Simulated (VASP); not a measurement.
Write the native input for VASP 6.6.1 that does the following.

| Quantity | Value |
| --- | --- |
| Task | single point |
| Functional | B3LYP5 |
| Potentials or basis | VASP PAW PBE potentials, release 64 (Sb_d_GW) |
| Cutoff | 400 eV |
| k mesh | 4 × 4 × 4 |
| Occupations | fermi-dirac, width 0.05 eV |
| Spin | no spin polarisation |
| Dipole correction | no |
| Grid for exact exchange (PRECFOCK) | Normal |
| Further INCAR settings | ALGO = Normal; EDIFF = 1e-06; NBANDS = 22 |
| Share of exact exchange | 0.2 |

Crystal: Sb.

```
Sb
1.0
     2.15420    1.24373    3.75800
    -2.15420    1.24373    3.75800
     0.00000   -2.48746    3.75800
Sb
2
Direct
  0.76651 0.76651 0.76651
  0.23349 0.23349 0.23349
```

These files were run (other wordings do the same):

POSCAR

```
Sb
1.0
    2.1542000000      1.2437279499      3.7580000000
   -2.1542000000      1.2437279499      3.7580000000
    0.0000000000     -2.4874558998      3.7580000000
Sb
2
Direct
    0.7665100000      0.7665100000      0.7665100000
    0.2334900000      0.2334900000      0.2334900000
```

INCAR.step1

```
SYSTEM = Sb
ALGO = Normal ; EDIFF = 1E-5
ENCUT = 400 ; GGA = PE
GGA_COMPAT = .FALSE. ; ISIF = 2
ISMEAR = -1 ; LASPH = .TRUE.
LREAL = .FALSE. ; LWAVE = .TRUE.
NBANDS = 22 ; NELM = 120
PREC = Accurate ; SIGMA = 0.05
```

INCAR.step2

```
SYSTEM = Sb
AEXX = 0.2 ; AGGAC = 0.81
AGGAX = 0.72 ; ALDAC = 0.19
ALGO = Normal ; EDIFF = 1E-6
ENCUT = 400 ; GGA = B5
GGA_COMPAT = .FALSE. ; ISIF = 2
ISMEAR = -1 ; ISTART = 1
LASPH = .TRUE. ; LCHARG = .TRUE.
LELF = .TRUE. ; LHFCALC = .TRUE.
LREAL = .FALSE. ; LVHAR = .TRUE.
LWAVE = .FALSE. ; NBANDS = 22
NELM = 120 ; PREC = Accurate
PRECFOCK = Normal ; SIGMA = 0.05
```

KPOINTS

```
k-points
0
G
  4 4 4
  0 0 0
```

Potentials or basis: VASP PAW PBE potentials, release 64 (Sb_d_GW).

Command:

```bash
$ cat potpaw_PBE.64/Sb_d_GW/POTCAR > POTCAR
$ cp INCAR.step1 INCAR
$ mpirun -np 1 vasp_std > vasp.out
$ cp INCAR.step2 INCAR
$ mpirun -np 1 vasp_std > vasp.out
```

Results of the run:

The pressure is 4.4 GPa, the largest force is 0.353 eV/Å and the band gap on the k mesh is 0.81 eV (least direct gap 0.96 eV).

Caveat: the k points lie up to 0.44 Å⁻¹ apart; the PAW data sets were made with another functional, which shifts forces and pressure a little; spin-orbit coupling is left out, which moves the levels of the heavy elements.

Wall time 26 min on 1 thread of Intel(R) Xeon(R) Platinum 8488C (Sapphire Rapids) (shared host), peak memory 0.19 GiB.
